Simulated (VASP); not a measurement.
# Ir (Fm-3m) in VASP: single point with LDA

Aim: the single point of Ir with LDA.

Everything below comes from runs of VASP 6.6.1. Logs are shortened: lines on timing, memory, paths and dates and some standing lists are left out, and cuts for length are marked.

**1. The cell of the first run**

The structure is cubic, space group Fm-3m (No. 225). The conventional cell has a = 3.812 Å, b = 3.812 Å, c = 3.812 Å, α = 90.00°, β = 90.00°, γ = 90.00°. Within 3.6 Å of Ir (site symmetry m-3m) lie 12 Ir at 2.70 Å.

**2. Single point, LDA**

INCAR reads:

```
  PREC = Accurate
  ENCUT = 560
  EDIFF = 1E-6
  ISMEAR = -1
  SIGMA = 0.08
  LREAL = False
  LASPH = True
  NELM = 120
  ALGO = Normal
  ISIF = 2
  LWAVE = False
  LCHARG = False
  GGA = CA
  NBANDS = 14
  GGA_COMPAT = False
```

KPOINTS reads:

```
Automatic mesh
0
Gamma
  19 19 19
```

POSCAR reads:

```
Ir
1.0
    0.0000000000      1.9059363364      1.9059363364
    1.9059363364      0.0000000000      1.9059363364
    1.9059363364      1.9059363364      0.0000000000
Ir
1
Direct
    0.0000000000      0.0000000000      0.0000000000
```

Potentials or basis: VASP PAW LDA potentials, release 64 (Ir_sv_GW).

The run is started by

```bash
cat potpaw_LDA.64/Ir_sv_GW/POTCAR > POTCAR
mpirun -np 1 vasp_std > vasp.out
```

OUTCAR:

```text
PREC = Accurate
   ENCUT = 560
   EDIFF = 1E-6
   ISMEAR = -1
   LREAL = False
   LASPH = True
   NELM = 120
   ISIF = 2
   GGA = CA

 ion  position               nearest neighbor table
   1  0.000  0.000  0.000-

  LATTYP: Found a face centered cubic cell.
 ALAT       =     3.8118726728

  Lattice vectors:

 A1 = (   0.0000000000,   1.9059363364,   1.9059363364)
 A2 = (   1.9059363364,   0.0000000000,   1.9059363364)
 A3 = (   1.9059363364,   1.9059363364,   0.0000000000)

Analysis of symmetry for initial positions (statically):
=====================================================================
 Subroutine PRICEL returns:
 Original cell was already a primitive cell.

 Routine SETGRP: Setting up the symmetry group for a
 face centered cubic supercell.

 Subroutine GETGRP returns: Found 48 space group operations
 (whereof 48 operations were pure point group operations)
 out of a pool of 48 trial point group operations.

The static configuration has the point symmetry O_h .

Analysis of symmetry for dynamics (positions and initial velocities):
=====================================================================
 Subroutine PRICEL returns:
 Original cell was already a primitive cell.

 Routine SETGRP: Setting up the symmetry group for a
 face centered cubic supercell.

 Subroutine GETGRP returns: Found 48 space group operations
 (whereof 48 operations were pure point group operations)
 out of a pool of 48 trial point group operations.

The dynamic configuration has the point symmetry O_h .

 Subroutine INISYM returns: Found 48 space group operations
 (whereof 48 operations are pure point group operations),
 and found     1 'primitive' translations

----------------------------------------------------------------------------------------

                                     Primitive cell

  volume of cell :      13.8470

  direct lattice vectors                    reciprocal lattice vectors
     0.000000000  1.905936336  1.905936336    -0.262338248  0.262338248  0.262338248
     1.905936336  0.000000000  1.905936336     0.262338248 -0.262338248  0.262338248
     1.905936336  1.905936336  0.000000000     0.262338248  0.262338248 -0.262338248

  length of vectors
     2.695401016  2.695401016  2.695401016     0.454383175  0.454383175  0.454383175

  position of ions in fractional coordinates (direct lattice)
     0.000000000  0.000000000  0.000000000

  ion indices of the primitive-cell ions
   primitive index   ion index
                 1           1

----------------------------------------------------------------------------------------

 KPOINTS: Automatic mesh

Automatic generation of k-mesh.
 Grid dimensions read from file:
 generate k-points for:   19   19   19

 Generating k-lattice:

  Cartesian coordinates                     Fractional coordinates (reciprocal lattice)
    -0.013807276  0.013807276  0.013807276     0.052631579  0.000000000  0.000000000
     0.013807276 -0.013807276  0.013807276     0.000000000  0.052631579  0.000000000
     0.013807276  0.013807276 -0.013807276     0.000000000  0.000000000  0.052631579

  Length of vectors
     0.023914904  0.023914904  0.023914904

  Shift w.r.t. Gamma in fractional coordinates (k-lattice)
     0.000000000  0.000000000  0.000000000

 Subroutine IBZKPT returns following result:
 ===========================================

 Found    220 irreducible k-points:

 Following reciprocal coordinates:
            Coordinates               Weight
  0.000000  0.000000  0.000000      1.000000
  0.052632  0.000000  0.000000      8.000000
  0.105263  0.000000  0.000000      8.000000
  0.157895  0.000000  0.000000      8.000000
  0.210526  0.000000  0.000000      8.000000
  0.263158  0.000000  0.000000      8.000000
[... 16 lines left out ...]
 -0.315789  0.052632  0.000000     24.000000
 -0.263158  0.052632  0.000000     24.000000
 [... further k-points ...]
   k-points           NKPTS =    220   k-points in BZ     NKDIM =    220   number of bands    NBANDS=     14
   number of dos      NEDOS =    301   number of ions     NIONS =      1
   total plane-waves  NPLWV =  13824
   dimension x,y,z NGX =    24 NGY =   24 NGZ =   24
   dimension x,y,z NGXF=    48 NGYF=   48 NGZF=   48
   ions per type =               1
   NGX,Y,Z   is equivalent  to a cutoff of  14.80, 14.80, 14.80 a.u.
   NGXF,Y,Z  is equivalent  to a cutoff of  29.61, 29.61, 29.61 a.u.
 SYSTEM =  unknown system
   PREC   = accura    normal or accurate (medium, high low for compatibility)
   ISTART =      0    job   : 0-new  1-cont  2-samecut
   ICHARG =      2    charge: 1-file 2-atom 10-const
   ISPIN  =      1    spin polarized calculation?
   LNONCOLLINEAR =      F non collinear calculations
   LSORBIT =      F    spin-orbit coupling
   LASPH  =      T    aspherical Exc in radial PAW
   ENCUT  =  560.0 eV  41.16 Ry    6.42 a.u.   5.20  5.20  5.20*2*pi/ulx,y,z
   NELM   =    120;   NELMIN=  2; NELMDL= -5     # of ELM steps
   EDIFF  = 0.1E-05   stopping-criterion for ELM
   LREAL  =      F    real-space projection
   EDIFFG = 0.1E-04   stopping-criterion for IOM
   NSW    =      0    number of steps for IOM
   IBRION =     -1    ionic relax: 0-MD 1-quasi-New 2-CG
   NFREE  =      0    steps in history (QN), initial steepest desc. (CG)
   ISIF   =      2    stress and relaxation
   ISYM   =      2    0-nonsym 1-usesym 2-fastsym
   POTIM  = 0.5000    time-step for ionic-motion
   TEBEG  =    0.0;   TEEND  =   0.0 temperature during run
   PSTRESS=    0.0 pullay stress
   NELECT =      17.0000    total number of electrons
   NUPDOWN=      -1.0000    fix difference up-down
   EMIN   =  10.00;   EMAX   =-10.00  energy-range for DOS
   EFERMI =   0.00;   METHOD = LEGACY
   ISMEAR =    -1;   SIGMA  =   0.08  broadening in eV -4-tet -1-fermi 0-gaus
   EFERMI_NEDOS =   21; number of points for ismear=-14 and -15
   IALGO  =     38    algorithm
   IMIX   =      4    mixing-type and parameters
     AMIX     =   0.40;   BMIX     =  1.00
     AMIX_MAG =   1.60;   BMIX_MAG =  1.00
  volume/ion in A,a.u.               =      13.85        93.44
  Fermi-wavevector in a.u.,A,eV,Ry     =   1.752963  3.312620 41.809061  3.072879
  Thomas-Fermi vector in A             =   2.823191
   LORBIT       =      0    0 simple, 1 ext, 2 COOP (PROOUT), +10 PAW based schemes
   GGA     = CA    functional components
   LHFCALC =     F    Hartree Fock is set to
   AEXX    =    0.0000 exact exchange contribution
   IVDW    =     0    specifies the selected vdW correction
   LEPSILON=     F    determine dielectric tensor
   LRPA    =     F    only Hartree local field effects (RPA)
 non-spin polarized calculation
  energy-cutoff  :      560.00
  volume of cell :       13.85
 maximum number of plane-waves:       432
 NGX is ok and might be reduce to    24
   NGX = 11   NGY = 11   NGZ = 11

 number of electron      17.0000000 magnetization

 Free energy of the ion-electron system (eV)
  ---------------------------------------------------
  ext. energy  EPLUGINS =         0.00000000
  ---------------------------------------------------
  free energy    TOTEN  =       -10.91019537 eV

  energy without entropy =      -10.88753370  energy(sigma->0) =      -10.89886454

 E-fermi :  13.0626     XC(G=0): -14.9213

 val. band max:       13.0472417311   @ k =   0.4211   0.1579   0.0526
 cond. band min:      13.0629823269   @ k =  -0.1579   0.1579   0.0526
 fundamental gap:      0.0157405958
 Fermi energy:        13.0626390480

 k-point     1 :       0.0000    0.0000    0.0000
  band No.  band energies     occupation
      1     -79.5200      2.00000
      2     -36.1611      2.00000
      3     -36.1611      2.00000
      4     -36.1611      2.00000
      5       1.7647      2.00000
      6       9.0454      2.00000
      7       9.0454      2.00000
      8       9.0454      2.00000
      9      11.8609      2.00000
     10      11.8609      2.00000
     11      26.6627      0.00000
     12      32.2571      0.00000
     13      32.2571      0.00000
     14      32.2571      0.00000

 k-point     2 :       0.0526    0.0000    0.0000
  band No.  band energies     occupation
      1     -79.5180      2.00000
      2     -36.1854      2.00000
      3     -36.1644      2.00000
      4     -36.1644      2.00000
      5       1.8922      2.00000
      6       8.9758      2.00000
      7       9.1009      2.00000
      8       9.1009      2.00000
      9      11.8230      2.00000
     10      11.8230      2.00000
     11      26.8874      0.00000
     12      31.6760      0.00000
     13      32.4728      0.00000
     14      32.4728      0.00000

 k-point     3 :       0.1053    0.0000    0.0000
  band No.  band energies     occupation
      1     -79.5122      2.00000
      2     -36.2556      2.00000
      3     -36.1738      2.00000
      4     -36.1738      2.00000
      5       2.2623      2.00000
      6       8.7949      2.00000
      7       9.2490      2.00000
      8       9.2490      2.00000
      9      11.7364      2.00000
     10      11.7364      2.00000
     11      27.5118      0.00000
     12      30.4495      0.00000
     13      33.1044      0.00000
     14      33.1044      0.00000
[... 324 lines left out ...]
 k-point    23 :      -0.3158    0.0526    0.0000
  band No.  band energies     occupation
      1     -79.4634      2.00000
      2     -36.8120      2.00000
      3     -36.2788      2.00000
      4     -36.2453      2.00000
      5       4.7640      2.00000
      6       9.1901      2.00000
      7       9.3452      2.00000
      8       9.3603      2.00000
      9      12.4858      1.99852
     10      13.3868      0.03417
     11      24.4917      0.00000
     12      28.3287      0.00000
     13      34.0552      0.00000
     14      36.1196      0.00000

 k-point    24 :      -0.2632    0.0526    0.0000
  band No.  band energies     occupation
      1     -79.4744      2.00000
      2     -36.6839      2.00000
      3     -36.2606      2.00000
      4     -36.2247      2.00000
      5       4.4349      2.00000
      6       8.6119      2.00000
      7       9.4242      2.00000
      8       9.5175      2.00000
      9      11.8987      2.00000
     10      12.7959      1.93114
     11      25.9753      0.00000
     12      29.3616      0.00000
     13      35.1598      0.00000
     14      36.1123      0.00000

 [... further k-points ...]

------------------------ aborting loop because EDIFF is reached ----------------------------------------

  FORCE on cell =-STRESS in cart. coord.  units (eV):
  Direction    XX          YY          ZZ          XY          YZ          ZX
  --------------------------------------------------------------------------------------
  -------------------------------------------------------------------------------------
  Total       -0.0275496     -0.0275496     -0.0275496      0.0000000      0.0000000      0.0000000
  in kB       -3.1876548     -3.1876548     -3.1876548      0.0000000      0.0000000      0.0000000
  external PRESSURE =      -3.1876548 kB  Pullay stress =       0.0000000 kB

 VOLUME and BASIS-vectors are now :
 -----------------------------------------------------------------------------
  energy-cutoff  :      560.00
  volume of cell :       13.85
      direct lattice vectors                 reciprocal lattice vectors
     0.000000000  1.905936336  1.905936336    -0.262338248  0.262338248  0.262338248
     1.905936336  0.000000000  1.905936336     0.262338248 -0.262338248  0.262338248
     1.905936336  1.905936336  0.000000000     0.262338248  0.262338248 -0.262338248

 POSITION                                       TOTAL-FORCE (eV/Angst)
 -----------------------------------------------------------------------------------
      0.00000      0.00000      0.00000         0.000000      0.000000      0.000000
 -----------------------------------------------------------------------------------
    total drift:                               -0.000000      0.000000      0.000000

  FREE ENERGIE OF THE ION-ELECTRON SYSTEM (eV)
  ---------------------------------------------------
  free  energy   TOTEN  =       -10.9101953712 eV

  energy  without entropy=      -10.8875337029  energy(sigma->0) =      -10.89886454
```

Run time: 15 s. Hardware: 1 thread of Intel Xeon 6975P-C (Granite Rapids), shared host; peak memory 0.17 GiB.

Results:

| Item | Value |
| --- | --- |
| Free energy | -10.9102 eV |
| Pressure | -0.3 GPa |
| Band gap on the k mesh | zero (an odd number of electrons rules out a gap without spin polarisation) |

Levels at points of the mesh, in eV from the Fermi level:
```csv
k point,band 4,band 5,band 6,band 7,band 8,band 9,band 10,band 11,band 12,band 13
"(0.00, 0.00, 0.00)",-49.22,-11.30,-4.02,-4.02,-4.02,-1.20,-1.20,13.60,19.19,19.19
```

Caveat: spin-orbit coupling is left out, which moves the levels of the heavy elements.
